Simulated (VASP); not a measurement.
# B2O (P-3m1) in VASP: a series of runs

B2O is run at these levels: PBE+D3(BJ); tasks: single point.

Everything below comes from runs of VASP 6.6.1. Logs are shortened: lines on timing, memory, paths and dates and some standing lists are left out, and cuts for length are marked.

### Step 1. The cell of the first run

Symmetry: P-3m1, No. 164, trigonal system. Conventional cell: a = 2.543 Å, b = 2.543 Å, c = 10.476 Å, α = 90.00°, β = 90.00°, γ = 120.00°. B (site symmetry 3m) has 3 O at 1.59 Å and 1 B at 1.89 Å within 2.1 Å. B (site symmetry 3m) has 3 B at 1.59 Å within 2.1 Å. O (site symmetry 3m) has 3 B at 1.59 Å within 2.1 Å.

### Step 2. Single point, PBE+D3(BJ) (volume 9.776 Å^3 an atom, c/a of the conventional cell 4.1200)

The input, INCAR:

```
SYSTEM = B2O
PREC = Accurate
ENCUT = 520
EDIFF = 1E-6
ISMEAR = 0
SIGMA = 0.15
LREAL = .FALSE.
LASPH = .TRUE.
NELM = 60
ALGO = Normal
ISIF = 2
LWAVE = .FALSE.
LCHARG = .FALSE.
GGA = PE
IVDW = 12
NBANDS = 21
```

The input, KPOINTS:

```
Automatic mesh
0
G
  21 21 6
  0 0 0
```

The input, POSCAR:

```
B2O
1.0
    2.5426984903      0.0000000000      0.0000000000
   -1.2713492451      2.2020414868      0.0000000000
    0.0000000000      0.0000000000     10.4759177800
B O
4 2
Direct
    0.0000000000      0.0000000000      0.4099026039
    0.0000000000      0.0000000000      0.5900973961
    0.6666666667      0.3333333333      0.0293462865
    0.3333333333      0.6666666667      0.9706537135
    0.6666666667      0.3333333333      0.3525784977
    0.3333333333      0.6666666667      0.6474215023
```

Potentials or basis: VASP PAW PBE potentials, release 64 (B, O).

Launch:

```
cat potpaw_PBE.64/B/POTCAR potpaw_PBE.64/O/POTCAR > POTCAR
mpirun -np 1 vasp_std > vasp.out
```

OUTCAR:

```text
SYSTEM = B2O
   PREC = Accurate
   ENCUT = 520
   EDIFF = 1E-6
   ISMEAR = 0
   LREAL = .FALSE.
   LASPH = .TRUE.
   NELM = 60
   ISIF = 2
   GGA = PE
   IVDW = 12
 IVDW          = 12

 ion  position               nearest neighbor table
   1  0.000  0.000  0.410-   5 1.59   5 1.59   5 1.59   2 1.89
   2  0.000  0.000  0.590-   6 1.59   6 1.59   6 1.59   1 1.89
   3  0.667  0.333  0.029-   4 1.59   4 1.59   4 1.59
   4  0.333  0.667  0.971-   3 1.59   3 1.59   3 1.59
   5  0.667  0.333  0.353-   1 1.59   1 1.59   1 1.59
   6  0.333  0.667  0.647-   2 1.59   2 1.59   2 1.59

  LATTYP: Found a hexagonal cell.
 ALAT       =     2.5426984903
 C/A-ratio  =     4.1200000000

  Lattice vectors:

 A1 = (   2.5426984903,   0.0000000000,   0.0000000000)
 A2 = (  -1.2713492451,   2.2020414868,   0.0000000000)
 A3 = (   0.0000000000,   0.0000000000,  10.4759177800)

Analysis of symmetry for initial positions (statically):
=====================================================================
 Subroutine PRICEL returns:
 Original cell was already a primitive cell.

 Routine SETGRP: Setting up the symmetry group for a
 hexagonal supercell.

 Subroutine GETGRP returns: Found 12 space group operations
 (whereof 12 operations were pure point group operations)
 out of a pool of 24 trial point group operations.

The static configuration has the point symmetry D_3d.

Analysis of symmetry for dynamics (positions and initial velocities):
=====================================================================
 Subroutine PRICEL returns:
 Original cell was already a primitive cell.

 Routine SETGRP: Setting up the symmetry group for a
 hexagonal supercell.

 Subroutine GETGRP returns: Found 12 space group operations
 (whereof 12 operations were pure point group operations)
 out of a pool of 24 trial point group operations.

The dynamic configuration has the point symmetry D_3d.

 Subroutine INISYM returns: Found 12 space group operations
 (whereof 12 operations are pure point group operations),
 and found     1 'primitive' translations

----------------------------------------------------------------------------------------

                                     Primitive cell

  volume of cell :      58.6560

  direct lattice vectors                    reciprocal lattice vectors
     2.542698490  0.000000000  0.000000000     0.393282964  0.227062025  0.000000000
    -1.271349245  2.202041487  0.000000000     0.000000000  0.454124051  0.000000000
     0.000000000  0.000000000 10.475917780     0.000000000  0.000000000  0.095457030

[... 96 lines left out ...]
   NFREE  =      0    steps in history (QN), initial steepest desc. (CG)
   ISIF   =      2    stress and relaxation
   ISYM   =      2    0-nonsym 1-usesym 2-fastsym
   POTIM  = 0.5000    time-step for ionic-motion
   TEBEG  =    0.0;   TEEND  =   0.0 temperature during run
   PSTRESS=    0.0 pullay stress
   NELECT =      24.0000    total number of electrons
   NUPDOWN=      -1.0000    fix difference up-down
   EMIN   =  10.00;   EMAX   =-10.00  energy-range for DOS
   EFERMI =   0.00;   METHOD = LEGACY
   ISMEAR =     0;   SIGMA  =   0.15  broadening in eV -4-tet -1-fermi 0-gaus
   EFERMI_NEDOS =   21; number of points for ismear=-14 and -15
   IALGO  =     38    algorithm
   IMIX   =      4    mixing-type and parameters
     AMIX     =   0.40;   BMIX     =  1.00
     AMIX_MAG =   1.60;   BMIX_MAG =  1.00
  volume/ion in A,a.u.               =       9.78        65.97
  Fermi-wavevector in a.u.,A,eV,Ry     =   1.215368  2.296712 20.097426  1.477119
  Thomas-Fermi vector in A             =   2.350757
   LORBIT       =      0    0 simple, 1 ext, 2 COOP (PROOUT), +10 PAW based schemes
   GGA     = PE    functional components
   LHFCALC =     F    Hartree Fock is set to
   AEXX    =    0.0000 exact exchange contribution
   IVDW    =    12    specifies the selected vdW correction
   LEPSILON=     F    determine dielectric tensor
   LRPA    =     F    only Hartree local field effects (RPA)
 non-spin polarized calculation
 Gauss-broadening in eV      SIGMA  =   0.15
  energy-cutoff  :      520.00
  volume of cell :       58.66
 maximum number of plane-waves:      1605
   NGX =  9   NGY =  9   NGZ = 39

 number of electron      23.9999997 magnetization

 Free energy of the ion-electron system (eV)
  ---------------------------------------------------
  ext. energy  EPLUGINS =         0.00000000
  ---------------------------------------------------
  free energy    TOTEN  =       -39.43309710 eV

  energy without entropy =      -39.41849248  energy(sigma->0) =      -39.42579479

 E-fermi :   3.9034     XC(G=0):  -9.8187

 val. band max:        3.8782073317   @ k =   0.2857   0.0952   0.1667
 cond. band min:       3.9041233025   @ k =   0.1429   0.1429   0.0000
 fundamental gap:      0.0259159707
 Fermi energy:         3.9033537498

 k-point     1 :       0.0000    0.0000    0.0000
  band No.  band energies     occupation
      1     -20.3451      2.00000
      2     -19.9981      2.00000
      3      -9.1429      2.00000
      4      -7.1601      2.00000
      5      -3.3687      2.00000
      6      -1.8033      2.00000
[... 565 lines left out ...]
     20      12.9434      0.00000
     21      13.8454      0.00000

 [... further k-points ...]

------------------------ aborting loop because EDIFF is reached ----------------------------------------

 Edisp (eV)   -0.73761

 E8    (eV) :    -0.2251

  FORCE on cell =-STRESS in cart. coord.  units (eV):
  Direction    XX          YY          ZZ          XY          YZ          ZX
  --------------------------------------------------------------------------------------
  -------------------------------------------------------------------------------------
  Total      -1.27548    -1.27548    -4.89934    -0.00000     0.00000     0.00000
  in kB     -34.83954   -34.83954  -133.82455    -0.00000     0.00000     0.00000
  external pressure =      -67.83 kB  Pullay stress =        0.00 kB

 VOLUME and BASIS-vectors are now :
 -----------------------------------------------------------------------------
  energy-cutoff  :      520.00
  volume of cell :       58.66
      direct lattice vectors                 reciprocal lattice vectors
     2.542698490  0.000000000  0.000000000     0.393282964  0.227062025  0.000000000
    -1.271349245  2.202041487  0.000000000     0.000000000  0.454124051  0.000000000
     0.000000000  0.000000000 10.475917780     0.000000000  0.000000000  0.095457030

 POSITION                                       TOTAL-FORCE (eV/Angst)
 -----------------------------------------------------------------------------------
      0.00000      0.00000      4.29411        -0.000000      0.000000      0.452436
      0.00000      0.00000      6.18181        -0.000000     -0.000000     -0.452436
      1.27135      0.73401      0.30743        -0.000000     -0.000000     -0.215095
     -0.00000      1.46803     10.16849         0.000000      0.000000      0.215095
      1.27135      0.73401      3.69358        -0.000000     -0.000000      1.132840
     -0.00000      1.46803      6.78233         0.000000      0.000000     -1.132840
 -----------------------------------------------------------------------------------
    total drift:                                0.000000     -0.000000      0.000000

  FREE ENERGIE OF THE ION-ELECTRON SYSTEM (eV)
  ---------------------------------------------------
  free  energy   TOTEN  =       -40.1707120840 eV

  energy  without entropy=      -40.1561074715  energy(sigma->0) =      -40.16340978
```

OSZICAR:

```text
N       E                     dE             d eps       ncg     rms          rms(c)
DAV:   1     0.862754638078E+02    0.86275E+02   -0.12221E+04 11180   0.105E+03
DAV:   2    -0.366652220986E+02   -0.12294E+03   -0.11860E+03 14253   0.230E+02
DAV:   3    -0.425888459615E+02   -0.59236E+01   -0.58584E+01 15252   0.475E+01
DAV:   4    -0.426362509813E+02   -0.47405E-01   -0.47343E-01 15017   0.458E+00
DAV:   5    -0.426366817546E+02   -0.43077E-03   -0.43071E-03 14546   0.418E-01    0.986E+00
DAV:   6    -0.397836789578E+02    0.28530E+01   -0.75265E+00 13557   0.134E+01    0.439E+00
DAV:   7    -0.394580082047E+02    0.32567E+00   -0.95039E-01 13152   0.476E+00    0.202E+00
DAV:   8    -0.394333968953E+02    0.24611E-01   -0.12901E-01 14419   0.187E+00    0.681E-01
DAV:   9    -0.394342645267E+02   -0.86763E-03   -0.13417E-02 13973   0.705E-01    0.113E-01
DAV:  10    -0.394338491175E+02    0.41541E-03   -0.78373E-04 15028   0.177E-01    0.575E-02
DAV:  11    -0.394333068687E+02    0.54225E-03   -0.96591E-04 14817   0.169E-01    0.279E-02
DAV:  12    -0.394332024633E+02    0.10441E-03   -0.10118E-04 14305   0.537E-02    0.222E-02
DAV:  13    -0.394330933783E+02    0.10909E-03   -0.19231E-04 15193   0.738E-02    0.801E-03
DAV:  14    -0.394330974270E+02   -0.40488E-05   -0.12650E-05 13068   0.182E-02    0.296E-03
DAV:  15    -0.394330970964E+02    0.33065E-06   -0.69600E-06 14184   0.138E-02
   1 F= -.40170712E+02 E0= -.40163410E+02  d E =-.146046E-01
```

Wall time 5.4 min (1 thread of Intel Xeon Platinum 8259CL at 2.50GHz (Skylake/Cascade Lake), shared host); peak memory 0.37 GiB.

What came out:

```
Free energy                : -40.1707 eV
Pressure                   : -6.8 GPa
Largest force              : 1.133 eV/Å
Band gap on the k mesh     : zero (band 12 reaches 6.77 eV, above the bottom of band 13 at 2.98 eV)
Dispersion energy per atom : -0.123 eV
```

Forces on the atoms (eV/Å):
```
B    0.000  0.000  0.452
B    0.000  0.000 -0.452
B    0.000  0.000 -0.215
B    0.000  0.000  0.215
O    0.000  0.000  1.133
O    0.000  0.000 -1.133
```

Stress tensor (GPa, compression positive):
```
 -3.48   0.00   0.00
  0.00  -3.48   0.00
  0.00   0.00 -13.38
```

Caveat: forces of over 1 eV/Å act on the atoms, so gaps and moduli don't describe the material at rest.

(Part 1 of 2 ends here.)
